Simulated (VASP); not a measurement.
Write the native input for VASP 6.6.1 that does the following.

| Property | Result |
| --- | --- |
| Task | single point |
| Functional | PBE |
| Potentials or basis | VASP PAW PBE potentials, release 64 (Y_sv, Mg, Ga_d, C, N) |
| Cutoff | 520 eV |
| k mesh | 4 × 4 × 4 |
| Occupations | gaussian, width 0.1 eV |
| Spin | no spin polarisation |
| Dipole correction | no |
| Further INCAR settings | LREAL = Auto; ALGO = Normal; EDIFF = 1e-07; NBANDS = 55 |

The structure of YMg2GaC6N6 lies in POSCAR:

```
YMg2GaC6N6
1.0
    0.0000000000      5.2760000000      5.2760000000
    5.2760000000      0.0000000000      5.2760000000
    5.2760000000      5.2760000000      0.0000000000
Y Mg Ga C N
1 2 1 6 6
Direct
    0.5000000000      0.5000000000      0.5000000000
    0.2500000000      0.2500000000      0.2500000000
    0.7500000000      0.7500000000      0.7500000000
    0.0000000000      0.0000000000      0.0000000000
    0.8203184200      0.1796815800      0.1796815800
    0.1796815800      0.8203184200      0.1796815800
    0.1796815800      0.1796815800      0.8203184200
    0.1796815800      0.8203184200      0.8203184200
    0.8203184200      0.1796815800      0.8203184200
    0.8203184200      0.8203184200      0.1796815800
    0.7094389700      0.2905610300      0.2905610300
    0.2905610300      0.7094389700      0.2905610300
    0.2905610300      0.2905610300      0.7094389700
    0.2905610300      0.7094389700      0.7094389700
    0.7094389700      0.2905610300      0.7094389700
    0.7094389700      0.7094389700      0.2905610300
```

These files were run (other wordings do the same):

INCAR

```
SYSTEM = YMg2GaC6N6
PREC     = Accurate       ! precision mode
ENCUT    = 520            ! plane-wave cutoff, eV
EDIFF    = 1E-7           ! SCF threshold, eV
ISMEAR   = 0              ! smearing method
SIGMA    = 0.1            ! smearing width, eV
LREAL    = Auto         
LASPH    = .TRUE.         ! aspherical terms in the spheres
NELM     = 100            ! most SCF steps
ALGO     = Normal         ! electronic algorithm
ISIF     = 2              ! what is computed and relaxed
LWAVE    = .FALSE.        ! write WAVECAR
LCHARG   = .FALSE.        ! write CHGCAR
GGA      = PE             ! functional
NBANDS   = 55             ! bands
```

KPOINTS

```
regular mesh
0
G
  4 4 4
  0 0 0
```

Potentials or basis: VASP PAW PBE potentials, release 64 (Y_sv, Mg, Ga_d, C, N).

The run is started by

```bash
$ cat potpaw_PBE.64/Y_sv/POTCAR potpaw_PBE.64/Mg/POTCAR potpaw_PBE.64/Ga_d/POTCAR potpaw_PBE.64/C/POTCAR potpaw_PBE.64/N/POTCAR > POTCAR
$ mpirun -np 1 vasp_std > vasp.out
```

It gave:

```json
{"Pressure": "15.0 GPa", "Largest force": "3.608 eV/Å"}
```

Caveat: forces of over 1 eV/Å act on the atoms, so gaps and moduli don't describe the material at rest.

Wall time 4 min on 1 thread of Intel(R) Xeon(R) Platinum 8375C CPU @ 2.90GHz (Ice Lake), on a shared host, peak memory 0.49 GiB.
